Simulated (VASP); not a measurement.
Runs of VASP 6.6.1 on Ag. The structure is that of space group P6_3/mmc (No. 194), or close to it. The cells are those of the table. 

| task | cell | k mesh | cutoff (eV) | gap on the mesh (eV) | pressure (GPa) |
| --- | --- | --- | --- | --- | --- |
| single point | a = 3.116, b = 3.116, c = 10.283 Å, angles 90.0, 90.0, 120.0°, 4 atoms | 14 × 14 × 4 | 520 | none | -5.5 |
| single point | a = 3.079, b = 3.079, c = 10.159 Å, angles 90.0, 90.0, 120.0°, 4 atoms | 14 × 14 × 4 | 520 | none | -4.1 |
| single point | a = 3.001, b = 3.001, c = 9.902 Å, angles 90.0, 90.0, 120.0°, 4 atoms | 16 × 16 × 5 | 520 | none | (a) |
| relaxation of cell and atoms | relaxed from a = 2.886, b = 2.886, c = 10.000 Å, angles 90.0, 90.0, 120.0°, 4 atoms | 13 × 13 × 3 | 600 | none | 0.0 |

Alike in all rows: level BLYP; potentials or basis VASP PAW PBE potentials, release 64 (Ag); no spin polarisation; smearing fermi-dirac 0.1 eV.

Question: Fill in the values left out.

Answer: (a) 0.2.

Caveats: the PAW data sets were made with another functional, which shifts forces and pressure a little.

A k mesh can miss the band edges, and the runs leave out spin-orbit coupling on Ag.

A gap of «none» marks levels without a gap at the run's occupations.
